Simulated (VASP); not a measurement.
# Ni in VASP: notebook

Ni is run at these levels: PBE; tasks: single point, electric field gradients.

Program: VASP 6.6.1. These are calculated values, not measurements. Logs are shortened: lines on timing, memory, paths and dates and some standing lists are left out, and cuts for length are marked.

## 1. The cell of the first run

The structure is cubic, space group Fm-3m (No. 225). Conventional cell: a = 3.536 Å, b = 3.536 Å, c = 3.536 Å, α = 90.00°, β = 90.00°, γ = 90.00°. Within 3.3 Å of Ni (site symmetry m-3m) lie 12 Ni at 2.50 Å.

## 2. Single point, PBE, collinear spin, ferromagnetic start

Input file POSCAR:

```
Ni
1.0
    0.0000000000      1.7679500000      1.7679500000
    1.7679500000      0.0000000000      1.7679500000
    1.7679500000      1.7679500000      0.0000000000
Ni
1
Direct
    0.0000000000      0.0000000000      0.0000000000
```

Input file INCAR.step1:

```
PREC = Accurate
ENCUT = 520
EDIFF = 1E-6
ISMEAR = -1
SIGMA = 0.05
LREAL = False
LASPH = True
NELM = 150
ALGO = Normal
ISIF = 2
LWAVE = False
LCHARG = True
ISPIN = 2
MAGMOM = 1.5
LMAXMIX = 4
GGA = PE
NBANDS = 15
```

Input file KPOINTS.step1:

```
regular mesh
0
Gamma
  20 20 20
```

Input file INCAR.step2:

```
PREC = Accurate
ENCUT = 520
EDIFF = 1E-6
ISMEAR = -5
SIGMA = 0.05
LREAL = False
LASPH = True
NELM = 150
ALGO = Normal
ISIF = 2
LWAVE = False
LCHARG = False
ISPIN = 2
MAGMOM = 1.5
LORBIT = 11
LMAXMIX = 4
GGA = PE
NEDOS = 2001
ICHARG = 11
```

Input file KPOINTS.step2:

```
regular mesh
0
Gamma
  30 30 30
```

Potentials or basis: VASP PAW PBE potentials, release 64 (Ni).

On the command line:

```sh
> cat potpaw_PBE.64/Ni/POTCAR > POTCAR
> cp INCAR.step1 INCAR
> cp KPOINTS.step1 KPOINTS
> mpirun -np 1 vasp_std > vasp.out
> cp INCAR.step2 INCAR
> cp KPOINTS.step2 KPOINTS
> mpirun -np 1 vasp_std > vasp.out
```

OUTCAR:

```text
PREC = Accurate
   ENCUT = 520
   EDIFF = 1E-6
   ISMEAR = -5
   LREAL = False
   LASPH = True
   NELM = 150
   ISIF = 2
   ISPIN = 2
   LORBIT = 11
   GGA = PE
   ICHARG = 11

 ion  position               nearest neighbor table
   1  0.000  0.000  0.000-

  LATTYP: Found a face centered cubic cell.
 ALAT       =     3.5359000000

  Lattice vectors:

 A1 = (   0.0000000000,   1.7679500000,   1.7679500000)
 A2 = (   1.7679500000,   0.0000000000,   1.7679500000)
 A3 = (   1.7679500000,   1.7679500000,   0.0000000000)

Analysis of symmetry for initial positions (statically):
=====================================================================
 Subroutine PRICEL returns:
 Original cell was already a primitive cell.

 Routine SETGRP: Setting up the symmetry group for a
 face centered cubic supercell.

 Subroutine GETGRP returns: Found 48 space group operations
 (whereof 48 operations were pure point group operations)
 out of a pool of 48 trial point group operations.

The static configuration has the point symmetry O_h .

Analysis of symmetry for dynamics (positions and initial velocities):
=====================================================================
 Subroutine PRICEL returns:
 Original cell was already a primitive cell.

 Routine SETGRP: Setting up the symmetry group for a
 face centered cubic supercell.

 Subroutine GETGRP returns: Found 48 space group operations
 (whereof 48 operations were pure point group operations)
 out of a pool of 48 trial point group operations.

The dynamic configuration has the point symmetry O_h .

Analysis of structural, dynamic, and magnetic symmetry:
=====================================================================
 Subroutine PRICEL returns:
 Original cell was already a primitive cell.

 Routine SETGRP: Setting up the symmetry group for a
 face centered cubic supercell.

 Subroutine GETGRP returns: Found 48 space group operations
 (whereof 48 operations were pure point group operations)
 out of a pool of 48 trial point group operations.

The overall configuration has the point symmetry O_h .

 Subroutine INISYM returns: Found 48 space group operations
 (whereof 48 operations are pure point group operations),
 and found     1 'primitive' translations

----------------------------------------------------------------------------------------

                                     Primitive cell

  volume of cell :      11.0520

  direct lattice vectors                    reciprocal lattice vectors
     0.000000000  1.767950000  1.767950000    -0.282813428  0.282813428  0.282813428
     1.767950000  0.000000000  1.767950000     0.282813428 -0.282813428  0.282813428
     1.767950000  1.767950000  0.000000000     0.282813428  0.282813428 -0.282813428

  length of vectors
     2.500258868  2.500258868  2.500258868     0.489847226  0.489847226  0.489847226

  position of ions in fractional coordinates (direct lattice)
     0.000000000  0.000000000  0.000000000

  ion indices of the primitive-cell ions
   primitive index   ion index
                 1           1

----------------------------------------------------------------------------------------

 KPOINTS: regular mesh

Automatic generation of k-mesh.
 Grid dimensions read from file:
 generate k-points for:   30   30   30

 Generating k-lattice:

  Cartesian coordinates                     Fractional coordinates (reciprocal lattice)
    -0.009427114  0.009427114  0.009427114     0.033333333  0.000000000  0.000000000
     0.009427114 -0.009427114  0.009427114     0.000000000  0.033333333  0.000000000
     0.009427114  0.009427114 -0.009427114     0.000000000  0.000000000  0.033333333

  Length of vectors
     0.016328241  0.016328241  0.016328241

  Shift w.r.t. Gamma in fractional coordinates (k-lattice)
     0.000000000  0.000000000  0.000000000

 TETIRR: Found   3593 inequivalent tetrahedra from   162000

 Subroutine IBZKPT returns following result:
 ===========================================

 Found    752 irreducible k-points:

 Following reciprocal coordinates:
            Coordinates               Weight
  0.000000  0.000000  0.000000      1.000000
  0.033333  0.000000  0.000000      8.000000
  0.066667  0.000000  0.000000      8.000000
  0.100000  0.000000  0.000000      8.000000
  0.133333  0.000000  0.000000      8.000000
  0.166667  0.000000  0.000000      8.000000
[... 16 lines left out ...]
  0.233333  0.033333  0.000000     24.000000
  0.266667  0.033333  0.000000     24.000000
 [... further k-points ...]
   k-points           NKPTS =    752   k-points in BZ     NKDIM =    752   number of bands    NBANDS=     10
   number of dos      NEDOS =   2001   number of ions     NIONS =      1
   total plane-waves  NPLWV =   8000
   dimension x,y,z NGX =    20 NGY =   20 NGZ =   20
   dimension x,y,z NGXF=    40 NGYF=   40 NGZF=   40
   ions per type =               1
   NGX,Y,Z   is equivalent  to a cutoff of  13.30, 13.30, 13.30 a.u.
   NGXF,Y,Z  is equivalent  to a cutoff of  26.60, 26.60, 26.60 a.u.
 SYSTEM =  unknown system
   PREC   = accura    normal or accurate (medium, high low for compatibility)
   ISTART =      0    job   : 0-new  1-cont  2-samecut
   ICHARG =     11    charge: 1-file 2-atom 10-const
   ISPIN  =      2    spin polarized calculation?
   LNONCOLLINEAR =      F non collinear calculations
   LSORBIT =      F    spin-orbit coupling
   LASPH  =      T    aspherical Exc in radial PAW
   ENCUT  =  520.0 eV  38.22 Ry    6.18 a.u.   4.65  4.65  4.65*2*pi/ulx,y,z
   NELM   =    150;   NELMIN=  2; NELMDL=  0     # of ELM steps
   EDIFF  = 0.1E-05   stopping-criterion for ELM
   LREAL  =      F    real-space projection
   EDIFFG = 0.1E-04   stopping-criterion for IOM
   NSW    =      0    number of steps for IOM
   IBRION =     -1    ionic relax: 0-MD 1-quasi-New 2-CG
   NFREE  =      0    steps in history (QN), initial steepest desc. (CG)
   ISIF   =      2    stress and relaxation
   ISYM   =      2    0-nonsym 1-usesym 2-fastsym
   POTIM  = 0.5000    time-step for ionic-motion
   TEBEG  =    0.0;   TEEND  =   0.0 temperature during run
   PSTRESS=    0.0 pullay stress
   NELECT =      10.0000    total number of electrons
   NUPDOWN=      -1.0000    fix difference up-down
   EMIN   =  10.00;   EMAX   =-10.00  energy-range for DOS
   EFERMI =   0.00;   METHOD = LEGACY
   ISMEAR =    -5;   SIGMA  =   0.05  broadening in eV -4-tet -1-fermi 0-gaus
   EFERMI_NEDOS =   21; number of points for ismear=-14 and -15
   IALGO  =     38    algorithm
   IMIX   =      4    mixing-type and parameters
     AMIX     =   0.40;   BMIX     =  1.00
     AMIX_MAG =   1.60;   BMIX_MAG =  1.00
  volume/ion in A,a.u.               =      11.05        74.58
  Fermi-wavevector in a.u.,A,eV,Ry     =   1.583415  2.992221 34.112584  2.507204
  Thomas-Fermi vector in A             =   2.683189
   LORBIT       =     11    0 simple, 1 ext, 2 COOP (PROOUT), +10 PAW based schemes
   GGA     = PE    functional components
   LHFCALC =     F    Hartree Fock is set to
   AEXX    =    0.0000 exact exchange contribution
   IVDW    =     0    specifies the selected vdW correction
   LEPSILON=     F    determine dielectric tensor
   LRPA    =     F    only Hartree local field effects (RPA)
 spin polarized calculation
 Fermi weights with tetrahedron method with Bloechl corrections
  energy-cutoff  :      520.00
  volume of cell :       11.05
 maximum number of plane-waves:       310

 number of electron      10.0000010 magnetization       0.6299648

 Free energy of the ion-electron system (eV)
  ---------------------------------------------------
  ext. energy  EPLUGINS =         0.00000000
  ---------------------------------------------------
  free energy    TOTEN  =        -5.46863689 eV

  energy without entropy =       -5.46863689  energy(sigma->0) =       -5.46863689

 E-fermi :   9.1666     XC(G=0): -13.1633

 val. band max:        9.1908920824   @ k =   0.4000   0.0667   0.0000
 cond. band min:       9.1016819502   @ k =   0.3667   0.3667   0.0000
 fundamental gap:     -0.0892101323
 Fermi energy:         9.1665727239

 spin component 1

 k-point     1 :       0.0000    0.0000    0.0000
  band No.  band energies     occupation
      1       0.2552      1.00000
      2       6.7578      1.00000
      3       6.7578      1.00000
      4       6.7578      1.00000
      5       7.9097      1.00000
      6       7.9097      1.00000
      7      32.7471      0.00000
      8      36.4845      0.00000
      9      36.4845      0.00000
     10      36.4845      0.00000

 k-point     2 :       0.0333    0.0000    0.0000
  band No.  band energies     occupation
      1       0.2983      1.00000
      2       6.7467      1.00000
      3       6.7675      1.00000
      4       6.7675      1.00000
      5       7.9054      1.00000
      6       7.9054      1.00000
      7      32.6287      0.00000
      8      35.7308      0.00000
      9      36.3655      0.00000
     10      36.3655      0.00000

 k-point     3 :       0.0667    0.0000    0.0000
  band No.  band energies     occupation
      1       0.4270      1.00000
      2       6.7146      1.00000
      3       6.7954      1.00000
      4       6.7954      1.00000
      5       7.8939      1.00000
      6       7.8939      1.00000
      7      32.1125      0.00000
      8      34.6029      0.00000
      9      36.0744      0.00000
     10      36.0744      0.00000
[... 248 lines left out ...]
 k-point    23 :       0.2333    0.0333    0.0000
  band No.  band energies     occupation
      1       2.0804      1.00000
      2       6.4355      1.00000
      3       6.9891      1.00000
      4       6.9959      1.00000
      5       7.8463      1.00000
      6       7.9925      1.00000
      7      24.8340      0.00000
      8      32.7171      0.00000
      9      33.4065      0.00000
     10      35.9899      0.00000

 k-point    24 :       0.2667    0.0333    0.0000
  band No.  band energies     occupation
      1       2.5819      1.00000
      2       6.4285      1.00000
      3       6.9810      1.00000
      4       6.9941      1.00000
      5       7.9232      1.00000
      6       8.0636      1.00000
      7      23.1749      0.00000
      8      32.4439      0.00000
      9      33.1532      0.00000
     10      35.6820      0.00000

 [... further k-points ...]

 spin component 2

 k-point     1 :       0.0000    0.0000    0.0000
  band No.  band energies     occupation
      1       0.2182      1.00000
      2       7.5159      1.00000
      3       7.5159      1.00000
      4       7.5159      1.00000
      5       8.4991      1.00000
      6       8.4991      1.00000
      7      32.5797      0.00000
      8      36.4664      0.00000
      9      36.4664      0.00000
     10      36.4664      0.00000

 k-point     2 :       0.0333    0.0000    0.0000
  band No.  band energies     occupation
      1       0.2614      1.00000
      2       7.5034      1.00000
      3       7.5261      1.00000
      4       7.5261      1.00000
      5       8.4946      1.00000
      6       8.4946      1.00000
      7      32.4741      0.00000
      8      35.7268      0.00000
      9      36.3573      0.00000
     10      36.3573      0.00000

 k-point     3 :       0.0667    0.0000    0.0000
  band No.  band energies     occupation
      1       0.3902      1.00000
      2       7.4667      1.00000
      3       7.5550      1.00000
      4       7.5550      1.00000
      5       8.4824      1.00000
      6       8.4824      1.00000
      7      32.0148      0.00000
      8      34.5722      0.00000
      9      36.0866      0.00000
     10      36.0866      0.00000
[... 248 lines left out ...]
 k-point    23 :       0.2333    0.0333    0.0000
  band No.  band energies     occupation
      1       2.0597      1.00000
      2       7.1186      1.00000
      3       7.7037      1.00000
      4       7.7158      1.00000
      5       8.4818      1.00000
      6       8.6322      1.00000
      7      24.9508      0.00000
      8      32.6186      0.00000
      9      33.4897      0.00000
     10      36.0440      0.00000

 k-point    24 :       0.2667    0.0333    0.0000
  band No.  band energies     occupation
      1       2.5787      1.00000
      2       7.0765      1.00000
      3       7.6694      1.00000
      4       7.6919      1.00000
      5       8.5867      1.00000
      6       8.7288      1.00000
      7      23.3160      0.00000
      8      32.3418      0.00000
      9      33.2406      0.00000
     10      35.7538      0.00000

 [... further k-points ...]

------------------------ aborting loop because EDIFF is reached ----------------------------------------

  FORCE on cell =-STRESS in cart. coord.  units (eV):
  Direction    XX          YY          ZZ          XY          YZ          ZX
  --------------------------------------------------------------------------------------
  -------------------------------------------------------------------------------------
  Total       -0.2061901     -0.2061901     -0.2061901     -0.0000000      0.0000000     -0.0000000
  in kB      -29.8908675    -29.8908675    -29.8908675     -0.0000000      0.0000000     -0.0000000
  external PRESSURE =     -29.8908675 kB  Pullay stress =       0.0000000 kB

 VOLUME and BASIS-vectors are now :
 -----------------------------------------------------------------------------
  energy-cutoff  :      520.00
  volume of cell :       11.05
      direct lattice vectors                 reciprocal lattice vectors
     0.000000000  1.767950000  1.767950000    -0.282813428  0.282813428  0.282813428
     1.767950000  0.000000000  1.767950000     0.282813428 -0.282813428  0.282813428
     1.767950000  1.767950000  0.000000000     0.282813428  0.282813428 -0.282813428

 POSITION                                       TOTAL-FORCE (eV/Angst)
 -----------------------------------------------------------------------------------
      0.00000      0.00000      0.00000         0.000000      0.000000     -0.000000
 -----------------------------------------------------------------------------------
    total drift:                                0.000000      0.000000      0.000000

  FREE ENERGIE OF THE ION-ELECTRON SYSTEM (eV)
  ---------------------------------------------------
  free  energy   TOTEN  =        -5.4686368935 eV

  energy  without entropy=       -5.4686368935  energy(sigma->0) =       -5.46863689

 total charge

# of ion       s       p       d       tot
------------------------------------------
    1        0.491   0.484   8.308   9.282

 magnetization (x)

# of ion       s       p       d       tot
------------------------------------------
    1       -0.006  -0.025   0.674   0.643
```

Run time: 69 s. Hardware: 1 thread of Intel Xeon 6975P-C (Granite Rapids), shared host; peak memory 0.25 GiB.

What came out:

```yaml
Net_moment: 0.63 μB per cell
Site_moments: Ni +0.64 μB
Valence_electrons_inside_the_program's_atomic_spheres: Ni 9.28
```

Levels at points of the mesh, in eV from the Fermi level:
Spin up:
| k point | band 3 | band 4 | band 5 | band 6 | band 7 | band 8 |
| --- | --- | --- | --- | --- | --- | --- |
| (0.00, 0.00, 0.00) | -2.41 | -2.41 | -1.26 | -1.26 | 23.58 | 27.32 |
| (0.50, 0.00, 0.00) | -2.39 | -0.62 | -0.62 | -0.27 | 5.54 | 22.08 |
| (0.50, 0.50, 0.00) | -0.57 | -0.50 | -0.50 | 2.43 | 9.07 | 14.67 |
Spin down:
| k point | band 1 | band 2 | band 3 | band 4 | band 5 | band 6 | band 7 | band 8 | band 9 | band 10 |
| --- | --- | --- | --- | --- | --- | --- | --- | --- | --- | --- |
| (0.00, 0.00, 0.00) | -8.95 | -1.65 | -1.65 | -1.65 | -0.67 | -0.67 | 23.41 | 27.30 | 27.30 | 27.30 |
| (0.50, 0.00, 0.00) | -4.33 | -1.77 | -1.77 | -0.34 | 0.14 | 0.14 | 5.96 | 21.93 | 24.48 | 24.48 |
| (0.50, 0.50, 0.00) | -4.22 | -3.51 | 0.05 | 0.37 | 0.37 | 2.39 | 9.31 | 14.68 | 14.68 | 19.68 |

Caveat: tetrahedron occupations give inexact forces and stress in metals.

(Continued in part 2 of 3.)
